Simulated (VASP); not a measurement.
# PbSe (Fm-3m) in VASP: notebook, part 2 of 2

VASP 6.6.1. Earlier steps stand in the parts before.

### 3 Single point, r2SCAN

Contents of POSCAR:

```
PbSe
1.0
    0.0000000000      3.0889948006      3.0889948006
    3.0889948006      0.0000000000      3.0889948006
    3.0889948006      3.0889948006      0.0000000000
Pb Se
1 1
Direct
    0.5000000000      0.5000000000      0.5000000000
    0.0000000000      0.0000000000      0.0000000000
```

Contents of INCAR.step1:

```
SYSTEM = PbSe
ALGO = Normal ; EDIFF = 1E-4
ENCUT = 520 ; GGA = PE
ISMEAR = 0 ; LASPH = .True.
LCHARG = .False. ; LREAL = .False.
LWAVE = .True. ; NBANDS = 17
NELM = 60 ; PREC = Accurate
SIGMA = 0.05
```

Contents of INCAR.step2:

```
SYSTEM = PbSe
ALGO = Normal ; EDIFF = 1E-7
ENCUT = 520 ; ISIF = 2
ISMEAR = 0 ; ISTART = 1
LASPH = .True. ; LCHARG = .False.
LMIXTAU = .True. ; LREAL = .False.
LWAVE = .False. ; METAGGA = R2SCAN
NBANDS = 17 ; NELM = 60
PREC = Accurate ; SIGMA = 0.05
```

Contents of KPOINTS:

```
k-points
0
Gamma
  10 10 10
  0 0 0
```

Potentials or basis: VASP PAW PBE potentials, release 64 (Pb_d, Se).

Started as:

```console
cat potpaw_PBE.64/Pb_d/POTCAR potpaw_PBE.64/Se/POTCAR > POTCAR
cp INCAR.step1 INCAR
mpirun -np 1 vasp_std > vasp.out
cp INCAR.step2 INCAR
mpirun -np 1 vasp_std > vasp.out
```

OUTCAR:

```text
SYSTEM = PbSe
   EDIFF = 1E-7
   ENCUT = 520
   ISIF = 2
   ISMEAR = 0
   ISTART = 1
   LASPH = .True.
   LREAL = .False.
   METAGGA = R2SCAN
   NELM = 60
   PREC = Accurate

 ion  position               nearest neighbor table
   1  0.500  0.500  0.500-   2 3.09   2 3.09   2 3.09   2 3.09   2 3.09   2 3.09
   2  0.000  0.000  0.000-   1 3.09   1 3.09   1 3.09   1 3.09   1 3.09   1 3.09

  LATTYP: Found a face centered cubic cell.
 ALAT       =     6.1779896012

  Lattice vectors:

 A1 = (   0.0000000000,   3.0889948006,   3.0889948006)
 A2 = (   3.0889948006,   0.0000000000,   3.0889948006)
 A3 = (   3.0889948006,   3.0889948006,   0.0000000000)
[... 649 lines left out ...]
      6      -8.2774      2.00000
[... 9 lines left out ...]
     16      15.8445      0.00000
     17      16.5649      0.00000

 [... further k-points ...]
[... 5 lines left out ...]
  --------------------------------------------------------------------------------------
  -------------------------------------------------------------------------------------
  Total        0.0010384      0.0010384      0.0010384      0.0000000      0.0000000     -0.0000000
  in kB        0.0282212      0.0282212      0.0282212      0.0000000      0.0000000     -0.0000000
  external PRESSURE =       0.0282212 kB  Pullay stress =       0.0000000 kB

 VOLUME and BASIS-vectors are now :
 -----------------------------------------------------------------------------
  energy-cutoff  :      520.00
  volume of cell :       58.95
      direct lattice vectors                 reciprocal lattice vectors
     0.000000000  3.088994801  3.088994801    -0.161864954  0.161864954  0.161864954
     3.088994801  0.000000000  3.088994801     0.161864954 -0.161864954  0.161864954
     3.088994801  3.088994801  0.000000000     0.161864954  0.161864954 -0.161864954

 POSITION                                       TOTAL-FORCE (eV/Angst)
 -----------------------------------------------------------------------------------
      3.08899      3.08899      3.08899        -0.000000     -0.000000      0.000000
      0.00000      0.00000      0.00000         0.000000      0.000000     -0.000000
 -----------------------------------------------------------------------------------
    total drift:                                0.000000     -0.000000      0.000000

  FREE ENERGIE OF THE ION-ELECTRON SYSTEM (eV)
  ---------------------------------------------------
  free  energy   TOTEN  =       -71.9389583259 eV

  energy  without entropy=      -71.9389583259  energy(sigma->0) =      -71.93895833
```

OSZICAR.step1:

```text
N       E                     dE             d eps       ncg     rms          rms(c)
DAV:   1     0.150469466744E+03    0.15047E+03   -0.97230E+03  1598   0.121E+03
DAV:   2     0.252649753599E+01   -0.14794E+03   -0.14285E+03  1692   0.301E+02
DAV:   3    -0.826901606622E+01   -0.10796E+02   -0.10658E+02  2090   0.859E+01
DAV:   4    -0.849526197787E+01   -0.22625E+00   -0.22610E+00  1983   0.141E+01
DAV:   5    -0.850263004163E+01   -0.73681E-02   -0.73677E-02  2274   0.256E+00    0.273E+00
DAV:   6    -0.819580754200E+01    0.30682E+00   -0.76612E-01  2433   0.584E+00    0.151E+00
DAV:   7    -0.819143246900E+01    0.43751E-02   -0.12399E-01  1905   0.166E+00    0.844E-01
DAV:   8    -0.819505089030E+01   -0.36184E-02   -0.13900E-02  1909   0.127E+00    0.177E-01
DAV:   9    -0.819454188955E+01    0.50900E-03   -0.29807E-03  2418   0.517E-01    0.557E-02
DAV:  10    -0.819461954588E+01   -0.77656E-04   -0.24154E-04  1837   0.868E-02
   1 F= -.81946195E+01 E0= -.81946195E+01  d E =-.144401E-09
```

Wall time 58 s (1 thread of Intel Xeon 6975P-C (Granite Rapids), shared host); peak memory 0.21 GiB.

What came out:

| Property | Result |
| --- | --- |
| Free energy | -71.9390 eV |
| Pressure | 0.0 GPa |
| Band gap on the k mesh | 0.67 eV, direct |

Levels at points of the mesh, in eV from the valence-band top:
```tsv
k point	band 7	band 8	band 9	band 10	band 11	band 12	band 13	band 14
(0.00, 0.00, 0.00)	-6.38	-1.87	-1.87	-1.87	5.00	5.00	5.00	7.04
(0.50, 0.00, 0.00)	-8.89	-1.48	-1.48	0.00	0.67	2.00	2.00	9.07
(0.50, 0.50, 0.00)	-7.48	-4.89	-3.19	-3.19	4.16	5.91	5.91	6.37
```

Caveat: the PAW data sets were made with another functional, which shifts forces and pressure a little; spin-orbit coupling is left out, which moves the levels of the heavy elements.

### 4 Single point, r2SCAN

This run uses another cell than the first one, of 29.84 Å³/atom, 1.012 times its volume.

Contents of POSCAR:

```
PbSe
1.0
    0.0000000000      3.1017896211      3.1017896211
    3.1017896211      0.0000000000      3.1017896211
    3.1017896211      3.1017896211      0.0000000000
Pb Se
1 1
Direct
    0.5000000000      0.5000000000      0.5000000000
    0.0000000000      0.0000000000      0.0000000000
```

Contents of INCAR.step1:

```
SYSTEM = PbSe
PREC = Accurate
ENCUT = 520
ISMEAR = 0
SIGMA = 0.05
LREAL = .False.
LASPH = .True.
NELM = 80
NBANDS = 17
GGA = PE
ALGO = Normal
EDIFF = 1E-4
LWAVE = .True.
LCHARG = .False.
```

Contents of INCAR.step2:

```
SYSTEM = PbSe
PREC = Accurate
ENCUT = 520
EDIFF = 1E-7
ISMEAR = 0
SIGMA = 0.05
LREAL = .False.
LASPH = .True.
NELM = 80
ALGO = Normal
ISIF = 2
LWAVE = .False.
LCHARG = .False.
METAGGA = R2SCAN
LMIXTAU = .True.
NBANDS = 17
ISTART = 1
```

Contents of KPOINTS:

```
Automatic mesh
0
Gamma
  10 10 10
  0 0 0
```

Potentials or basis: VASP PAW PBE potentials, release 64 (Pb_d, Se).

Started as:

```console
cat potpaw_PBE.64/Pb_d/POTCAR potpaw_PBE.64/Se/POTCAR > POTCAR
cp INCAR.step1 INCAR
mpirun -np 1 vasp_std > vasp.out
cp INCAR.step2 INCAR
mpirun -np 1 vasp_std > vasp.out
```

OUTCAR:

```text
SYSTEM = PbSe
   PREC = Accurate
   ENCUT = 520
   EDIFF = 1E-7
   ISMEAR = 0
   LREAL = .False.
   LASPH = .True.
   NELM = 80
   ISIF = 2
   METAGGA = R2SCAN
   ISTART = 1

 ion  position               nearest neighbor table
   1  0.500  0.500  0.500-   2 3.10   2 3.10   2 3.10   2 3.10   2 3.10   2 3.10
   2  0.000  0.000  0.000-   1 3.10   1 3.10   1 3.10   1 3.10   1 3.10   1 3.10

  LATTYP: Found a face centered cubic cell.
 ALAT       =     6.2035792422

  Lattice vectors:

 A1 = (   0.0000000000,   3.1017896211,   3.1017896211)
 A2 = (   3.1017896211,   0.0000000000,   3.1017896211)
 A3 = (   3.1017896211,   3.1017896211,   0.0000000000)

Analysis of symmetry for initial positions (statically):
=====================================================================
 Subroutine PRICEL returns:
 Original cell was already a primitive cell.

 Routine SETGRP: Setting up the symmetry group for a
 face centered cubic supercell.

 Subroutine GETGRP returns: Found 48 space group operations
 (whereof 48 operations were pure point group operations)
 out of a pool of 48 trial point group operations.

The static configuration has the point symmetry O_h .

Analysis of symmetry for dynamics (positions and initial velocities):
[... 155 lines left out ...]
  ---------------------------------------------------
  free energy    TOTEN  =       -71.93776550 eV

  energy without entropy =      -71.93776550  energy(sigma->0) =      -71.93776550

 E-fermi :   4.6375     XC(G=0):  -9.8706

 val. band max:        4.3917569336   @ k =   0.5000   0.0000   0.0000
 cond. band min:       5.1015518508   @ k =   0.5000   0.0000   0.0000
 fundamental gap:      0.7097949172
 Fermi energy:         4.6374923496

 k-point     1 :       0.0000    0.0000    0.0000
  band No.  band energies     occupation
      1     -12.9817      2.00000
      2     -12.9817      2.00000
      3     -12.9817      2.00000
      4     -12.9762      2.00000
      5     -12.9762      2.00000
      6      -9.3790      2.00000
[... 457 lines left out ...]
      4     -12.9533      2.00000
      5     -12.9509      2.00000
      6      -8.3550      2.00000
[... 9 lines left out ...]
     16      15.6781      0.00000
     17      16.4001      0.00000

 [... further k-points ...]
[... 5 lines left out ...]
  --------------------------------------------------------------------------------------
  -------------------------------------------------------------------------------------
  Total       -0.2316770     -0.2316770     -0.2316770      0.0000000     -0.0000000      0.0000000
  in kB       -6.2190837     -6.2190837     -6.2190837      0.0000000     -0.0000000      0.0000000
  external PRESSURE =      -6.2190837 kB  Pullay stress =       0.0000000 kB

 VOLUME and BASIS-vectors are now :
 -----------------------------------------------------------------------------
  energy-cutoff  :      520.00
  volume of cell :       59.69
      direct lattice vectors                 reciprocal lattice vectors
     0.000000000  3.101789621  3.101789621    -0.161197264  0.161197264  0.161197264
     3.101789621  0.000000000  3.101789621     0.161197264 -0.161197264  0.161197264
     3.101789621  3.101789621  0.000000000     0.161197264  0.161197264 -0.161197264

 POSITION                                       TOTAL-FORCE (eV/Angst)
 -----------------------------------------------------------------------------------
      3.10179      3.10179      3.10179        -0.000000      0.000000      0.000000
      0.00000      0.00000      0.00000         0.000000     -0.000000     -0.000000
 -----------------------------------------------------------------------------------
    total drift:                                0.000000      0.000000      0.000000

  FREE ENERGIE OF THE ION-ELECTRON SYSTEM (eV)
  ---------------------------------------------------
  free  energy   TOTEN  =       -71.9377654990 eV

  energy  without entropy=      -71.9377654990  energy(sigma->0) =      -71.93776550
```

OSZICAR.step1:

```text
N       E                     dE             d eps       ncg     rms          rms(c)
DAV:   1     0.149878799885E+03    0.14988E+03   -0.98336E+03  1598   0.122E+03
DAV:   2     0.301970184335E+01   -0.14686E+03   -0.14197E+03  1694   0.300E+02
DAV:   3    -0.825485570963E+01   -0.11275E+02   -0.11202E+02  2055   0.864E+01
DAV:   4    -0.850715731764E+01   -0.25230E+00   -0.25212E+00  1987   0.148E+01
DAV:   5    -0.851472414596E+01   -0.75668E-02   -0.75664E-02  2238   0.259E+00    0.271E+00
DAV:   6    -0.819859200161E+01    0.31613E+00   -0.79560E-01  2383   0.586E+00    0.148E+00
DAV:   7    -0.819442814843E+01    0.41639E-02   -0.12608E-01  1903   0.166E+00    0.841E-01
DAV:   8    -0.819813252602E+01   -0.37044E-02   -0.14374E-02  1919   0.128E+00    0.187E-01
DAV:   9    -0.819757733308E+01    0.55519E-03   -0.29984E-03  2364   0.511E-01    0.588E-02
DAV:  10    -0.819766682833E+01   -0.89495E-04   -0.24578E-04  1850   0.887E-02
   1 F= -.81976668E+01 E0= -.81976668E+01  d E =-.751324E-11
```

It took 1.8 min on 1 thread of Intel Xeon 6975P-C (Granite Rapids), shared host; peak memory 0.24 GiB.

Results:

```
Free energy            : -71.9378 eV
Pressure               : -0.6 GPa
Band gap on the k mesh : 0.71 eV, direct
```

Caveat: the PAW data sets were made with another functional, which shifts forces and pressure a little; spin-orbit coupling is left out, which moves the levels of the heavy elements.
